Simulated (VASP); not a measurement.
# Pb3S2 (R-3m) in VASP: a series of runs

The runs below take Pb3S2 through single point, with PBE.

Everything below comes from runs of VASP 6.6.1. Logs are shortened: lines on timing, memory, paths and dates and some standing lists are left out, and cuts for length are marked.

## 1. The cell of the first run

It takes space group R-3m (No. 166, trigonal). Conventional cell: a = 4.082 Å, b = 4.082 Å, c = 28.385 Å, α = 90.00°, β = 90.00°, γ = 120.00°. Within 4.3 Å of Pb (site symmetry -3m) lie 6 S at 3.02 Å and 12 Pb at 4.08 to 4.23 Å. Pb (site symmetry 3m) has 3 S at 2.86 Å and 3 Pb at 3.39 Å within 3.8 Å. S (site symmetry 3m) has 6 Pb at 2.86 to 3.02 Å within 3.8 Å.

## 2. Single point, PBE

INCAR reads:

```
SYSTEM = Pb3S2
ALGO = Normal ; EDIFF = 1E-7
ENCUT = 520 ; GGA = PE
ISIF = 2 ; ISMEAR = 0
LASPH = .TRUE. ; LCHARG = .TRUE.
LELF = .TRUE. ; LREAL = .FALSE.
LVHAR = .TRUE. ; LWAVE = .FALSE.
NBANDS = 35 ; NELM = 100
PREC = Accurate ; SIGMA = 0.1
```

KPOINTS reads:

```
k-points
0
G
  6 6 6
  0 0 0
```

POSCAR reads:

```
Pb3S2
1.0
    2.0411116169      1.1784363414      9.4615877097
   -2.0411116169      1.1784363414      9.4615877097
    0.0000000000     -2.3568726829      9.4615877097
Pb S
3 2
Direct
    0.0000000000      0.0000000000      0.0000000000
    0.2095000000      0.2095000000      0.2095000000
    0.7905000000      0.7905000000      0.7905000000
    0.4000000000      0.4000000000      0.4000000000
    0.6000000000      0.6000000000      0.6000000000
```

Potentials or basis: VASP PAW PBE potentials, release 64 (Pb_d, S).

The run is started by

```bash
> cat potpaw_PBE.64/Pb_d/POTCAR potpaw_PBE.64/S/POTCAR > POTCAR
> mpirun -np 1 vasp_std > vasp.out
```

OUTCAR:

```text
SYSTEM = Pb3S2
   EDIFF = 1E-7
   ENCUT = 520
   GGA = PE
   ISIF = 2
   ISMEAR = 0
   LASPH = .TRUE.
   LREAL = .FALSE.
   NELM = 100
   PREC = Accurate

 ion  position               nearest neighbor table
   1  0.000  0.000  0.000-   5 3.02   4 3.02   5 3.02   5 3.02   4 3.02   4 3.02
   2  0.209  0.209  0.209-   5 2.86   5 2.86   5 2.86   3 3.39   3 3.39   3 3.39
   3  0.791  0.791  0.791-   4 2.86   4 2.86   4 2.86   2 3.39   2 3.39   2 3.39
   4  0.400  0.400  0.400-   3 2.86   3 2.86   3 2.86   1 3.02   1 3.02   1 3.02
   5  0.600  0.600  0.600-   2 2.86   2 2.86   2 2.86   1 3.02   1 3.02   1 3.02

  LATTYP: Found a trigonal (rhomboedric) cell.
 ALAT       =     9.7507174522
 COS(alpha) =     0.9123624232

  Lattice vectors:

 A1 = (   2.0411116169,   1.1784363414,   9.4615877097)
 A2 = (  -2.0411116169,   1.1784363414,   9.4615877097)
 A3 = (   0.0000000000,  -2.3568726829,   9.4615877097)

Analysis of symmetry for initial positions (statically):
=====================================================================
 Subroutine PRICEL returns:
 Original cell was already a primitive cell.

 Routine SETGRP: Setting up the symmetry group for a
 trigonal (rhombohedral) supercell.

 Subroutine GETGRP returns: Found 12 space group operations
 (whereof 12 operations were pure point group operations)
 out of a pool of 12 trial point group operations.

The static configuration has the point symmetry D_3d.

Analysis of symmetry for dynamics (positions and initial velocities):
=====================================================================
 Subroutine PRICEL returns:
 Original cell was already a primitive cell.

 Routine SETGRP: Setting up the symmetry group for a
 trigonal (rhombohedral) supercell.

 Subroutine GETGRP returns: Found 12 space group operations
 (whereof 12 operations were pure point group operations)
 out of a pool of 12 trial point group operations.

The dynamic configuration has the point symmetry D_3d.

 Subroutine INISYM returns: Found 12 space group operations
 (whereof 12 operations are pure point group operations),
 and found     1 'primitive' translations

----------------------------------------------------------------------------------------

                                     Primitive cell

  volume of cell :     136.5489

  direct lattice vectors                    reciprocal lattice vectors
     2.041111617  1.178436341  9.461587710     0.244964556  0.141430352  0.035230169
    -2.041111617  1.178436341  9.461587710    -0.244964556  0.141430352  0.035230169
     0.000000000 -2.356872683  9.461587710     0.000000000 -0.282860704  0.035230169

  length of vectors
     9.750717452  9.750717452  9.750717452     0.285046212  0.285046212  0.285046212

  position of ions in fractional coordinates (direct lattice)
     0.000000000  0.000000000  0.000000000
     0.209500000  0.209500000  0.209500000
     0.790500000  0.790500000  0.790500000
     0.400000000  0.400000000  0.400000000
     0.600000000  0.600000000  0.600000000

  ion indices of the primitive-cell ions
   primitive index   ion index
                 1           1
                 2           2
                 3           3
                 4           4
                 5           5

----------------------------------------------------------------------------------------

 KPOINTS: k-points

Automatic generation of k-mesh.
 Grid dimensions read from file:
 generate k-points for:    6    6    6

 Generating k-lattice:

  Cartesian coordinates                     Fractional coordinates (reciprocal lattice)
     0.040827426  0.023571725  0.005871695     0.166666667  0.000000000  0.000000000
    -0.040827426  0.023571725  0.005871695     0.000000000  0.166666667  0.000000000
     0.000000000 -0.047143451  0.005871695     0.000000000  0.000000000  0.166666667

  Length of vectors
     0.047507702  0.047507702  0.047507702

  Shift w.r.t. Gamma in fractional coordinates (k-lattice)
     0.000000000  0.000000000  0.000000000

 Subroutine IBZKPT returns following result:
 ===========================================

 Found     32 irreducible k-points:

 Following reciprocal coordinates:
            Coordinates               Weight
  0.000000  0.000000  0.000000      1.000000
  0.166667  0.000000 -0.000000      6.000000
  0.333333  0.000000  0.000000      6.000000
  0.500000  0.000000  0.000000      3.000000
  0.166667  0.166667  0.000000      6.000000
  0.333333  0.166667  0.000000     12.000000
[... 16 lines left out ...]
  0.500000  0.500000  0.166667      6.000000
 -0.333333  0.500000  0.166667     12.000000
 [... further k-points ...]
   k-points           NKPTS =     32   k-points in BZ     NKDIM =     32   number of bands    NBANDS=     35
   number of dos      NEDOS =    301   number of ions     NIONS =      5
   total plane-waves  NPLWV = 512000
   dimension x,y,z NGX =    80 NGY =   80 NGZ =   80
   dimension x,y,z NGXF=   160 NGYF=  160 NGZF=  160
   ions per type =               3   2
   NGX,Y,Z   is equivalent  to a cutoff of  13.64, 13.64, 13.64 a.u.
   NGXF,Y,Z  is equivalent  to a cutoff of  27.28, 27.28, 27.28 a.u.
 SYSTEM =  Pb3S2
   PREC   = accura    normal or accurate (medium, high low for compatibility)
   ISTART =      0    job   : 0-new  1-cont  2-samecut
   ICHARG =      2    charge: 1-file 2-atom 10-const
   ISPIN  =      1    spin polarized calculation?
   LNONCOLLINEAR =      F non collinear calculations
   LSORBIT =      F    spin-orbit coupling
   LASPH  =      T    aspherical Exc in radial PAW
   ENCUT  =  520.0 eV  38.22 Ry    6.18 a.u.  18.13 18.13 18.13*2*pi/ulx,y,z
   NELM   =    100;   NELMIN=  2; NELMDL= -5     # of ELM steps
   EDIFF  = 0.1E-06   stopping-criterion for ELM
   LREAL  =      F    real-space projection
   EDIFFG = 0.1E-05   stopping-criterion for IOM
   NSW    =      0    number of steps for IOM
   IBRION =     -1    ionic relax: 0-MD 1-quasi-New 2-CG
   NFREE  =      0    steps in history (QN), initial steepest desc. (CG)
   ISIF   =      2    stress and relaxation
   ISYM   =      2    0-nonsym 1-usesym 2-fastsym
   POTIM  = 0.5000    time-step for ionic-motion
   TEBEG  =    0.0;   TEEND  =   0.0 temperature during run
   PSTRESS=    0.0 pullay stress
   NELECT =      54.0000    total number of electrons
   NUPDOWN=      -1.0000    fix difference up-down
   EMIN   =  10.00;   EMAX   =-10.00  energy-range for DOS
   EFERMI =   0.00;   METHOD = LEGACY
   ISMEAR =     0;   SIGMA  =   0.10  broadening in eV -4-tet -1-fermi 0-gaus
   EFERMI_NEDOS =   21; number of points for ismear=-14 and -15
   IALGO  =     38    algorithm
   IMIX   =      4    mixing-type and parameters
     AMIX     =   0.40;   BMIX     =  1.00
     AMIX_MAG =   1.60;   BMIX_MAG =  1.00
  volume/ion in A,a.u.               =      27.31       184.30
  Fermi-wavevector in a.u.,A,eV,Ry     =   1.201646  2.270782 19.646189  1.443954
  Thomas-Fermi vector in A             =   2.337450
   LORBIT       =      0    0 simple, 1 ext, 2 COOP (PROOUT), +10 PAW based schemes
   GGA     = PE    functional components
   LHFCALC =     F    Hartree Fock is set to
   AEXX    =    0.0000 exact exchange contribution
   IVDW    =     0    specifies the selected vdW correction
   LEPSILON=     F    determine dielectric tensor
   LRPA    =     F    only Hartree local field effects (RPA)
 non-spin polarized calculation
 Gauss-broadening in eV      SIGMA  =   0.10
  energy-cutoff  :      520.00
  volume of cell :      136.55
 maximum number of plane-waves:      3703
 NGX is ok and might be reduce to    80
   NGX = 37   NGY = 37   NGZ = 37

 number of electron      54.0000000 magnetization

 Free energy of the ion-electron system (eV)
  ---------------------------------------------------
  ext. energy  EPLUGINS =         0.00000000
  ---------------------------------------------------
  free energy    TOTEN  =       -19.96360515 eV

  energy without entropy =      -19.94841076  energy(sigma->0) =      -19.95600796

 E-fermi :   6.6395     XC(G=0):  -9.7547

 val. band max:        6.6349180039   @ k =   0.1667   0.0000  -0.0000
 cond. band min:       6.6595971652   @ k =  -0.3333   0.3333   0.1667
 fundamental gap:      0.0246791613
 Fermi energy:         6.6394506654

 k-point     1 :       0.0000    0.0000    0.0000
  band No.  band energies     occupation
      1     -10.9210      2.00000
      2     -10.9210      2.00000
      3     -10.8548      2.00000
      4     -10.8380      2.00000
      5     -10.8380      2.00000
      6     -10.7924      2.00000
[... 27 lines left out ...]
     34      11.2475      0.00000
     35      11.5779      0.00000

 k-point     2 :       0.1667    0.0000   -0.0000
  band No.  band energies     occupation
      1     -10.9371      2.00000
      2     -10.9163      2.00000
      3     -10.8503      2.00000
      4     -10.8287      2.00000
      5     -10.8192      2.00000
      6     -10.7956      2.00000
[... 27 lines left out ...]
     34      10.4572      0.00000
     35      10.5398      0.00000

 k-point     3 :       0.3333    0.0000    0.0000
  band No.  band energies     occupation
      1     -10.9595      2.00000
      2     -10.9137      2.00000
      3     -10.8769      2.00000
      4     -10.8506      2.00000
      5     -10.8065      2.00000
      6     -10.7816      2.00000
[... 27 lines left out ...]
     34      10.8988      0.00000
     35      11.2630      0.00000

 k-point     4 :       0.5000    0.0000    0.0000
  band No.  band energies     occupation
      1     -10.9539      2.00000
      2     -10.9265      2.00000
      3     -10.9154      2.00000
      4     -10.8609      2.00000
      5     -10.8151      2.00000
      6     -10.7919      2.00000
[... 27 lines left out ...]
     34      10.8854      0.00000
     35      11.0003      0.00000

 k-point     5 :       0.1667    0.1667    0.0000
  band No.  band energies     occupation
      1     -10.9361      2.00000
      2     -10.9163      2.00000
      3     -10.8504      2.00000
      4     -10.8292      2.00000
      5     -10.8200      2.00000
      6     -10.7988      2.00000
[... 638 lines left out ...]
 k-point    22 :      -0.1667    0.3333    0.1667
  band No.  band energies     occupation
      1     -10.9710      2.00000
      2     -10.9166      2.00000
      3     -10.8728      2.00000
      4     -10.8413      2.00000
      5     -10.8150      2.00000
      6     -10.7890      2.00000
[... 27 lines left out ...]
     34      10.8041      0.00000
     35      11.3476      0.00000

 k-point    23 :       0.5000    0.5000    0.1667
  band No.  band energies     occupation
      1     -10.9611      2.00000
      2     -10.9126      2.00000
      3     -10.8703      2.00000
      4     -10.8478      2.00000
      5     -10.8164      2.00000
      6     -10.7914      2.00000
[... 27 lines left out ...]
     34      10.8524      0.00000
     35      10.9973      0.00000

 k-point    24 :      -0.3333    0.5000    0.1667
  band No.  band energies     occupation
      1     -10.9778      2.00000
      2     -10.9127      2.00000
      3     -10.8621      2.00000
      4     -10.8346      2.00000
      5     -10.8245      2.00000
      6     -10.7935      2.00000
[... 27 lines left out ...]
     34      11.2095      0.00000
     35      11.2763      0.00000

 [... further k-points ...]
[... 5 lines left out ...]
  --------------------------------------------------------------------------------------
  -------------------------------------------------------------------------------------
  Total        0.7827820      0.7827820      3.7554181      0.0000000     -0.0000000      0.0000000
  in kB        9.1846638      9.1846638     44.0636763      0.0000000     -0.0000000      0.0000000
  external PRESSURE =      20.8110013 kB  Pullay stress =       0.0000000 kB

 VOLUME and BASIS-vectors are now :
 -----------------------------------------------------------------------------
  energy-cutoff  :      520.00
  volume of cell :      136.55
      direct lattice vectors                 reciprocal lattice vectors
     2.041111617  1.178436341  9.461587710     0.244964556  0.141430352  0.035230169
    -2.041111617  1.178436341  9.461587710    -0.244964556  0.141430352  0.035230169
     0.000000000 -2.356872683  9.461587710     0.000000000 -0.282860704  0.035230169

 POSITION                                       TOTAL-FORCE (eV/Angst)
 -----------------------------------------------------------------------------------
      0.00000      0.00000      0.00000         0.000000      0.000000      0.000000
      0.00000     -0.00000      5.94661         0.000000      0.000000     -0.002143
      0.00000     -0.00000     22.43816         0.000000     -0.000000      0.002143
      0.00000     -0.00000     11.35391         0.000000      0.000000     -0.520137
      0.00000     -0.00000     17.03086         0.000000     -0.000000      0.520137
 -----------------------------------------------------------------------------------
    total drift:                               -0.000000     -0.000000     -0.000000

  FREE ENERGIE OF THE ION-ELECTRON SYSTEM (eV)
  ---------------------------------------------------
  free  energy   TOTEN  =       -19.9636051495 eV

  energy  without entropy=      -19.9484107609  energy(sigma->0) =      -19.95600796
```

Wall time 9.6 min (1 thread of Intel Xeon 6975P-C (Granite Rapids), shared host); peak memory 0.89 GiB.

What came out:

- Free energy: -19.9636 eV
- Pressure: 2.1 GPa
- Largest force: 0.520 eV/Å
- Band gap on the k mesh: zero (bands 27 and 28 overlap by 1.08 eV)

Forces in eV/Å, atoms in the order of the input:
```
Pb   0.000  0.000  0.000
Pb   0.000  0.000 -0.002
Pb   0.000  0.000  0.002
S    0.000  0.000 -0.520
S    0.000  0.000  0.520
```

Caveat: spin-orbit coupling is left out, which moves the levels of the heavy elements.

## 3. Single point, PBE

This run uses another cell than the first one, of 27.95 Å³/atom.

INCAR reads:

```
SYSTEM = Pb3S2
PREC = Accurate
ENCUT = 520
EDIFF = 1E-6
ISMEAR = 0
SIGMA = 0.1
LREAL = .FALSE.
LASPH = .TRUE.
NELM = 80
ALGO = Normal
ISIF = 2
LWAVE = .FALSE.
LCHARG = .FALSE.
GGA = PE
NBANDS = 35
```

KPOINTS reads:

```
Automatic mesh
0
G
  6 6 6
  0 0 0
```

POSCAR reads:

```
Pb3S2
1.0
    1.9594890544      1.1313115330     10.5057438152
   -1.9594890544      1.1313115330     10.5057438152
    0.0000000000     -2.2626230661     10.5057438152
Pb S
3 2
Direct
    0.0000000000      0.0000000000      0.0000000000
    0.2128417152      0.2128417152      0.2128417152
    0.7871582848      0.7871582848      0.7871582848
    0.3949761432      0.3949761432      0.3949761432
    0.6050238568      0.6050238568      0.6050238568
```

Potentials or basis: VASP PAW PBE potentials, release 64 (Pb_d, S).

The run is started by

```bash
> cat potpaw_PBE.64/Pb_d/POTCAR potpaw_PBE.64/S/POTCAR > POTCAR
> mpirun -np 1 vasp_std > vasp.out
```

Wall time 7.9 min (1 thread of Intel Xeon 6975P-C (Granite Rapids), shared host); peak memory 0.94 GiB.

The run converged. Its results:

| Quantity | Value |
| --- | --- |
| Free energy | -20.2402 eV |
| Pressure | 0.0 GPa |
| Largest force | 0.003 eV/Å |
| Band gap on the k mesh | zero (bands 27 and 28 overlap by 1.73 eV) |

Forces on the atoms (eV/Å):
```
Pb   0.000  0.000  0.000
Pb   0.000  0.000 -0.003
Pb   0.000  0.000  0.003
S    0.000  0.000  0.001
S    0.000  0.000 -0.001
```

Levels at points of the mesh, in eV from the Fermi level:
```csv
k point,band 25,band 26,band 27,band 28,band 29,band 30
"(0.00, 0.00, 0.00)",-1.87,-1.87,1.30,1.72,3.16,3.16
"(0.50, 0.00, 0.00)",-2.62,-2.55,-1.79,0.48,1.53,2.11
"(0.50, 0.50, 0.00)",-2.48,-1.80,-0.89,-0.31,0.80,1.47
"(0.50, 0.50, 0.50)",-1.87,-0.58,0.04,2.88,2.88,3.30
```

Caveat: spin-orbit coupling is left out, which moves the levels of the heavy elements.
